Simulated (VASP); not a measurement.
# GeB16N15 (a cell with a defect) in VASP: settings compared

The runs below take GeB16N15 (a cell with a defect) through single point, with PBE, r2SCAN.

Program: VASP 6.6.1. These are calculated values, not measurements. Logs are shortened: lines on timing, memory, paths and dates and some standing lists are left out, and cuts for length are marked.

## Step 1: The cell of the first run

The cell holds a defect, 32 atoms: a = 6.277 Å, b = 6.277 Å, c = 6.277 Å, α = 109.47°, β = 109.47°, γ = 109.47°.

## Step 2: Single point, PBE

INCAR reads:

```
SYSTEM = GeB16N15
ALGO     = Normal         ! electronic algorithm
EDIFF    = 1E-6           ! SCF threshold, eV
ENCUT    = 520            ! plane-wave cutoff, eV
GGA      = PE             ! functional
GGA_COMPAT= .FALSE.      
ISIF     = 2              ! what is computed and relaxed
ISMEAR   = -1             ! smearing method
LASPH    = .TRUE.         ! aspherical terms in the spheres
LCHARG   = .FALSE.        ! write CHGCAR
LREAL    = Auto         
LWAVE    = .FALSE.        ! write WAVECAR
NBANDS   = 90             ! bands
NELECT   = 138.0        
NELM     = 120            ! most SCF steps
PREC     = Accurate       ! precision mode
SIGMA    = 0.01           ! smearing width, eV
```

KPOINTS reads:

```
Automatic mesh
0
Gamma
  1 1 1
  0.25 0.25 0.25
```

POSCAR reads:

```
GeB16N15
1.0
   -3.6241103844      3.6241103844     -3.6241103844
    3.6241103844      3.6241103844      3.6241103844
    3.6241103844     -3.6241103844     -3.6241103844
B N Ge
16 15 1
Direct
    0.0017583966      0.0052595350      0.0012682914
   -0.0001596164      0.2505839828      0.7540210093
   -0.0001638354      0.5042865202      0.5002948741
    0.0017568993      0.7515405503      0.2549726361
    0.2470818880     -0.0031447680      0.7456227837
    0.2116572369      0.2505847742      0.5003147152
    0.2470956588      0.4959101289      0.2465938943
    0.2554715802      0.7515398289      0.0012643811
    0.5008015183     -0.0385701787      0.5002977888
    0.5007807424      0.2505692653      0.2111474021
    0.5007975720      0.5042916486     -0.0006526480
    0.5007925469      0.7496203642      0.7540192528
    0.7461291675     -0.0031245297      0.2465902465
    0.7545157682      0.2505867037     -0.0006534382
    0.7899470706      0.5397335395      0.7894432630
    0.7545164235      0.7496224898      0.5003104145
   -0.0136824927     -0.0049870163      0.2447285039
    0.0007937595      0.2505807512      0.0003014379
    0.0152917994      0.5094915323      0.7592156691
    0.0008013059      0.7505821456      0.5002983690
    0.2452211443     -0.0049951851     -0.0141908164
    0.2418891158      0.2505833211      0.7558888705
    0.2418861652      0.5061523059      0.5003017452
    0.2452185085      0.7360893689      0.2447208161
    0.5007968149     -0.0083347012      0.7558793114
    0.5008048873      0.5061570476      0.2414000674
    0.5008058553      0.7505890109      0.0003120647
    0.7563750037     -0.0083343831      0.5002980198
    0.7563780432      0.2505937504      0.2413964923
    0.7597078760      0.5094939113      0.0147895186
    0.7597126963      0.7650720636      0.7592207871
    0.5008022351      0.2505768660      0.5003062169
```

Potentials or basis: VASP PAW PBE potentials, release 64 (B, N, Ge_d).

The run is started by

```
$ cat potpaw_PBE.64/B/POTCAR potpaw_PBE.64/N/POTCAR potpaw_PBE.64/Ge_d/POTCAR > POTCAR
$ mpirun -np 1 vasp_std > vasp.out
```

OUTCAR:

```text
SYSTEM = GeB16N15
   EDIFF = 1E-6
   ENCUT = 520
   GGA = PE
   ISIF = 2
   ISMEAR = -1
   LASPH = .TRUE.
   LREAL = Auto
   NELECT = 138.0
   NELM = 120
   PREC = Accurate

 ion  position               nearest neighbor table
   1  0.002  0.005  0.001-  31 1.52  18 1.54  17 1.58  21 1.58
   2  1.000  0.251  0.754-  22 1.52  18 1.54  19 1.58  28 1.58
   3  1.000  0.504  0.500-  23 1.52  20 1.54  29 1.58  19 1.58
   4  0.002  0.752  0.255-  30 1.52  20 1.54  24 1.58  17 1.58
   5  0.247  0.997  0.746-  21 1.52  20 1.54  25 1.58  22 1.58
   6  0.212  0.251  0.500-  23 1.55  22 1.55  17 1.55  32 1.82
[... 24 lines left out ...]
  31  0.760  0.765  0.759-   1 1.52  15 1.55  16 1.58  12 1.58
  32  0.501  0.251  0.500-   9 1.81  15 1.82  10 1.82   6 1.82

  LATTYP: Found a body centered cubic cell.
 ALAT       =     7.2482207688

  Lattice vectors:

 A1 = (  -3.6241103844,   3.6241103844,  -3.6241103844)
 A2 = (   3.6241103844,   3.6241103844,   3.6241103844)
 A3 = (   3.6241103844,  -3.6241103844,  -3.6241103844)

Analysis of symmetry for initial positions (statically):
=====================================================================
 Subroutine PRICEL returns:
 Original cell was already a primitive cell.

 Routine SETGRP: Setting up the symmetry group for a
 body centered cubic supercell.

 Subroutine GETGRP returns: Found  1 space group operations
 (whereof  1 operations were pure point group operations)
 out of a pool of 48 trial point group operations.

The static configuration has the point symmetry C_1 .

Analysis of symmetry for dynamics (positions and initial velocities):
=====================================================================
 Subroutine PRICEL returns:
 Original cell was already a primitive cell.

 Routine SETGRP: Setting up the symmetry group for a
 body centered cubic supercell.

 Subroutine GETGRP returns: Found  1 space group operations
 (whereof  1 operations were pure point group operations)
 out of a pool of 48 trial point group operations.

The dynamic configuration has the point symmetry C_1 .

 Subroutine INISYM returns: Found  1 space group operations
 (whereof  1 operations are pure point group operations),
 and found     1 'primitive' translations

----------------------------------------------------------------------------------------

[... 131 lines left out ...]
   NSW    =      0    number of steps for IOM
   IBRION =     -1    ionic relax: 0-MD 1-quasi-New 2-CG
   NFREE  =      0    steps in history (QN), initial steepest desc. (CG)
   ISIF   =      2    stress and relaxation
   ISYM   =      2    0-nonsym 1-usesym 2-fastsym
   POTIM  = 0.5000    time-step for ionic-motion
   TEBEG  =    0.0;   TEEND  =   0.0 temperature during run
   PSTRESS=    0.0 pullay stress
   NELECT =     138.0000    total number of electrons
   NUPDOWN=      -1.0000    fix difference up-down
   EMIN   =  10.00;   EMAX   =-10.00  energy-range for DOS
   EFERMI =   0.00;   METHOD = LEGACY
   ISMEAR =    -1;   SIGMA  =   0.01  broadening in eV -4-tet -1-fermi 0-gaus
   EFERMI_NEDOS =   21; number of points for ismear=-14 and -15
   IALGO  =     38    algorithm
   IMIX   =      4    mixing-type and parameters
     AMIX     =   0.40;   BMIX     =  1.00
     AMIX_MAG =   1.60;   BMIX_MAG =  1.00
  volume/ion in A,a.u.               =       5.95        40.15
  Fermi-wavevector in a.u.,A,eV,Ry     =   1.470550  2.778936 29.422832  2.162517
  Thomas-Fermi vector in A             =   2.585793
   LORBIT       =      0    0 simple, 1 ext, 2 COOP (PROOUT), +10 PAW based schemes
   GGA     = PE    functional components
   LHFCALC =     F    Hartree Fock is set to
   AEXX    =    0.0000 exact exchange contribution
   IVDW    =     0    specifies the selected vdW correction
   LEPSILON=     F    determine dielectric tensor
   LRPA    =     F    only Hartree local field effects (RPA)
 non-spin polarized calculation
  energy-cutoff  :      520.00
  volume of cell :      190.40
 maximum number of plane-waves:      5072
 NGX is ok and might be reduce to    48
   NGX = 23   NGY = 23   NGZ = 23

 number of electron     138.0000003 magnetization

 Free energy of the ion-electron system (eV)
  ---------------------------------------------------
  ext. energy  EPLUGINS =         0.00000000
  ---------------------------------------------------
  free energy    TOTEN  =      -251.68277814 eV

  energy without entropy =     -251.68277814  energy(sigma->0) =     -251.68277814

 E-fermi :   9.9088     XC(G=0): -13.0231

 val. band max:        9.5590733606   @ k =   0.2500   0.2500   0.2500
 cond. band min:      14.7493140985   @ k =   0.2500   0.2500   0.2500
 fundamental gap:      5.1902407379
 Fermi energy:         9.9087739372

 k-point     1 :       0.2500    0.2500    0.2500
  band No.  band energies     occupation
      1     -12.5042      2.00000
      2     -12.5042      2.00000
      3     -12.5042      2.00000
      4     -12.3854      2.00000
      5     -12.3854      2.00000
      6     -11.3379      2.00000
[... 73 lines left out ...]
     80      15.6531      0.00000
     81      15.7618      0.00000
 [bands above 81 left out]

------------------------ aborting loop because EDIFF is reached ----------------------------------------

  FORCE on cell =-STRESS in cart. coord.  units (eV):
  Direction    XX          YY          ZZ          XY          YZ          ZX
  --------------------------------------------------------------------------------------
  -------------------------------------------------------------------------------------
  Total       47.1797978     47.1803279     47.1798168      0.0006894     -0.0012184      0.0025886
  in kB      397.0108854    397.0153463    397.0110457      0.0058014     -0.0102523      0.0217827
  external PRESSURE =     397.0124258 kB  Pullay stress =       0.0000000 kB

 VOLUME and BASIS-vectors are now :
 -----------------------------------------------------------------------------
  energy-cutoff  :      520.00
  volume of cell :      190.40
      direct lattice vectors                 reciprocal lattice vectors
    -3.624110384  3.624110384 -3.624110384     0.000000000  0.137964893 -0.137964893
     3.624110384  3.624110384  3.624110384     0.137964893  0.137964893  0.000000000
     3.624110384 -3.624110384 -3.624110384     0.137964893  0.000000000 -0.137964893

 POSITION                                       TOTAL-FORCE (eV/Angst)
 -----------------------------------------------------------------------------------
      0.01728      0.02084      0.00809         0.005886      0.006457     -0.014120
      0.01727      1.79902     -5.44804         0.005262     -0.006504      0.014907
      0.01720      3.63798     -3.60905         0.007365     -0.014139      0.005908
      3.64135      1.80598      1.79325         0.006471      0.014543     -0.006123
      5.41948      1.80595      0.01504        -0.005258      0.015090      0.006694
      1.95427     -0.13798     -1.67212        -0.014517      0.013238     -0.013853
[... 24 lines left out ...]
      2.77092      2.77449     -2.73208        -0.010195     -0.009393      0.016351
      0.90632      0.90992     -2.72001         0.000571     -0.000690      0.001410
 -----------------------------------------------------------------------------------
    total drift:                                0.000482     -0.007955      0.003009

  FREE ENERGIE OF THE ION-ELECTRON SYSTEM (eV)
  ---------------------------------------------------
  free  energy   TOTEN  =      -251.6827781430 eV

  energy  without entropy=     -251.6827781430  energy(sigma->0) =     -251.68277814
```

It took 2.2 min on 1 thread of Intel Xeon 8259CL, shared host; peak memory 0.32 GiB.

What came out:

```yaml
Free_energy: -251.6828 eV
Largest_force: 0.024 eV/Å
```

Forces on the atoms (eV/Å):
```
B    0.006  0.006 -0.014
B    0.005 -0.007  0.015
B    0.007 -0.014  0.006
B    0.006  0.015 -0.006
B   -0.005  0.015  0.007
B   -0.015  0.013 -0.014
B   -0.006 -0.008 -0.013
B    0.014  0.007 -0.006
B    0.014  0.012  0.013
B    0.014 -0.012 -0.015
B   -0.014  0.007  0.007
B   -0.015 -0.005 -0.007
B    0.014 -0.006  0.005
B   -0.006  0.006  0.016
B   -0.012 -0.014  0.011
B   -0.007 -0.014 -0.006
N   -0.016  0.009 -0.010
N    0.000  0.001 -0.001
N   -0.016 -0.010  0.011
N    0.000 -0.001 -0.001
N    0.010 -0.017 -0.010
N   -0.010  0.010 -0.016
N   -0.009  0.016 -0.010
N    0.010  0.010  0.015
N    0.016  0.011  0.010
N    0.016 -0.010 -0.009
N   -0.001  0.000  0.000
N    0.011  0.016  0.009
N    0.009 -0.011 -0.016
N   -0.010 -0.015  0.010
N   -0.010 -0.009  0.016
Ge   0.001 -0.001  0.001
```

Levels at points of the mesh, in eV from the Fermi level:
| k point | band 65 | band 66 | band 67 | band 68 | band 69 | band 70 | band 71 | band 72 | band 73 | band 74 |
| --- | --- | --- | --- | --- | --- | --- | --- | --- | --- | --- |
| (0.25, 0.25, 0.25) | -3.51 | -3.51 | -0.35 | -0.35 | -0.35 | 4.84 | 4.84 | 4.84 | 5.13 | 5.13 |

Caveat: the k points lie up to 1.23 Å⁻¹ apart, too coarse for converged energies, forces and pressures; the cell carries a net charge on a neutralising background, which shifts energy and pressure; the cell is charged against a uniform background, so pressure and absolute levels hang on convention.

(Part 1 of 2 ends here.)
